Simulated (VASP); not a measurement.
# Be2Se: single point with PBE

Be2Se:

```
CELL_PARAMETERS angstrom
4.19085 0.00000 0.00000
-2.09542 3.62938 0.00000
0.00000 0.00000 2.78424
ATOMIC_POSITIONS crystal
Be 0.33333 0.66667 0.50000
Be 0.66667 0.33333 0.50000
Se 0.00000 0.00000 0.50000
```

The cell was built from a structure type or drawn by symmetry, and may not be a known phase.

- Program: VASP 6.6.1
- Task: single point
- Functional: PBE
- Potentials or basis: VASP PAW PBE potentials, release 64 (Be, Se)
- Cutoff: 520 eV
- k mesh: 6 × 6 × 6
- Occupations: gaussian, width 0.1 eV
- Spin: no spin polarisation
- Dipole correction: no
- Further INCAR settings: ALGO = Normal; EDIFF = 1e-06; NBANDS = 12

* Pressure: 0.2 GPa
* Band gap on the k mesh: zero (bands 5 and 6 overlap by 3.64 eV)

Levels at points of the mesh, in eV from the Fermi level:
| k point | band 1 | band 2 | band 3 | band 4 | band 5 | band 6 | band 7 | band 8 | band 9 | band 10 |
| --- | --- | --- | --- | --- | --- | --- | --- | --- | --- | --- |
| (0.00, 0.00, 0.00) | -15.66 | -4.75 | -4.75 | -3.25 | -1.16 | -1.16 | 1.72 | 2.94 | 8.10 | 8.83 |
| (0.50, 0.00, 0.00) | -15.16 | -8.45 | -6.16 | -2.65 | 2.48 | 4.14 | 4.94 | 5.07 | 5.94 | 7.32 |
| (0.00, 0.00, 0.50) | -13.40 | -7.07 | -3.05 | -3.05 | 0.60 | 0.76 | 0.86 | 0.86 | 3.81 | 6.64 |
| (0.50, 0.00, 0.50) | -13.02 | -5.95 | -5.89 | -4.36 | -2.03 | 0.80 | 1.21 | 4.69 | 6.73 | 7.60 |

Run time: 17 s on 1 thread of Intel Xeon 8259CL, with other jobs on the host, peak memory 0.16 GiB.

Caveat: the k points lie up to 0.38 Å⁻¹ apart, too coarse for converged energies and pressures of a metal.
